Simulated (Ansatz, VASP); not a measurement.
# Two plane-wave programs on CsH

```
CELL_PARAMETERS angstrom
0.05978 3.18800 3.18800
3.18800 0.05978 3.18800
3.24777 3.24777 0.00000
ATOMIC_POSITIONS crystal
Cs 0.00000 0.00000 0.00000
H 0.50000 0.50000 0.50000
```

Change from the starting cell: strain +0.0375 x Voigt [0, 0, 0, 0, 0, 1], atoms carried along.

Alike in both runs: task single point; functional LDA; k mesh 8 × 8 × 8; occupations gaussian, width 0.05 eV; no spin polarisation.

|  | VASP | Ansatz |
| --- | --- | --- |
| version | VASP 6.6.1 | Ansatz 0.2.0 |
| potentials or method | VASP PAW LDA potentials, release 64 (Cs_sv, H), cutoff 520 eV | scalar-relativistic, plane waves, PAW |
| valence electrons in the cell | 10 | 10 |

|  | VASP | Ansatz | Ansatz less VASP |
| --- | --- | --- | --- |
| gap on the k mesh at the Fermi level (eV) | 1.91 | 1.93 | +0.018 |
| least direct gap on the mesh (eV) | 1.94 | 1.95 | +0.018 |
| pressure (GPa) | -1.2 | -1.3 | -0.02 |
| traceless stress, the component that is largest in VASP (GPa) | -0.21 | -0.21 | 0.000 |

LDA's correlation is that of Perdew and Zunger in VASP and of Perdew and Wang (1992) in Ansatz.

Spin-orbit coupling is off throughout.
